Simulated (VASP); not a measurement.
**Al: single point with PBEsol**

Crystal: Al.

```
CELL_PARAMETERS angstrom
-1.54348 1.54348 1.59122
1.54348 -1.54348 1.59122
1.54348 1.54348 -1.59122
ATOMIC_POSITIONS crystal
Al 0.00000 0.00000 0.00000
```

This cell differs from its parent crystal: strain -0.030 along x and y, +0.000 along z.

- Program: VASP 6.6.1
- Task: single point
- Functional: PBEsol
- Potentials or basis: VASP PAW PBE potentials, release 64 (Al)
- Cutoff: 520 eV
- k mesh: 20 × 20 × 20
- Occupations: gaussian, width 0.15 eV
- Spin: no spin polarisation

```yaml
Pressure: 7.9 GPa
```

Stress tensor (GPa, compression positive):
```
7.40 0.00 0.00
0.00 7.40 0.00
0.00 0.00 9.04
```

Levels at points of the mesh, in eV from the Fermi level:
| k point | band 1 | band 2 | band 3 | band 4 |
| --- | --- | --- | --- | --- |
| (0.00, 0.00, 0.00) | -11.73 | 13.52 | 13.52 | 14.26 |
| (0.50, 0.00, 0.00) | -4.70 | -4.06 | 8.68 | 9.03 |
| (0.50, 0.50, 0.00) | -4.54 | -3.77 | 8.01 | 8.42 |
| (0.50, 0.50, 0.50) | 1.42 | 2.32 | 2.32 | 2.60 |

Wall time 39 s on 1 thread of Intel(R) Xeon(R) Platinum 8488C (Sapphire Rapids), on a shared host, peak memory 0.17 GiB.

Caveat: the cell differs from its parent crystal (strain -0.030 along x and y, +0.000 along z); the PAW data sets were made with another functional, which shifts forces and pressure a little.
